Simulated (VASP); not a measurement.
Set up this calculation in VASP 6.6.1, as the native input.

| Property | Result |
| --- | --- |
| Task | single point |
| Functional | PBE |
| Potentials or basis | VASP PAW PBE potentials, release 64 (Si) |
| Cutoff | 520 eV |
| k mesh | 8 × 8 × 8 |
| Occupations | gaussian, width 0.5 eV |
| Spin | no spin polarisation |
| Dipole correction | no |
| Further INCAR settings | ALGO = Normal; EDIFF = 1e-06; NBANDS = 26 |

The structure of Si lies in POSCAR:

```
Si
1.0
   -3.3109000000      3.3109000000      3.3109000000
    3.3109000000     -3.3109000000      3.3109000000
    3.3109000000      3.3109000000     -3.3109000000
Si
8
Direct
    0.2060000000      0.2060000000      0.2060000000
    0.5000000000      0.0000000000      0.2940000000
    0.2940000000      0.5000000000      0.0000000000
    0.0000000000      0.2940000000      0.5000000000
    0.7940000000      0.7940000000      0.7940000000
    0.5000000000      0.0000000000      0.7060000000
    0.7060000000      0.5000000000      0.0000000000
    0.0000000000      0.7060000000      0.5000000000
```

These files were run (other wordings do the same):

INCAR

```
PREC = Accurate
ENCUT = 520
EDIFF = 1E-6
ISMEAR = 0
SIGMA = 0.5
LREAL = False
LASPH = True
NELM = 100
ALGO = Normal
ISIF = 2
LWAVE = False
LCHARG = False
GGA = PE
NBANDS = 26
```

KPOINTS

```
Automatic mesh
0
Gamma
  8 8 8
```

Potentials or basis: VASP PAW PBE potentials, release 64 (Si).

Command:

```console
$ cat potpaw_PBE.64/Si/POTCAR > POTCAR
$ mpirun -np 1 vasp_std > vasp.out
```

Results of the run:

- Pressure: 0.9 GPa
- Largest force: 0.119 eV/Å
- Band gap on the k mesh: zero (band 16 reaches 7.41 eV, above the bottom of band 17 at 7.21 eV)

It took 88 s on 1 thread of Intel(R) Xeon(R) 6975P-C (Granite Rapids), on a shared host, peak memory 0.34 GiB.
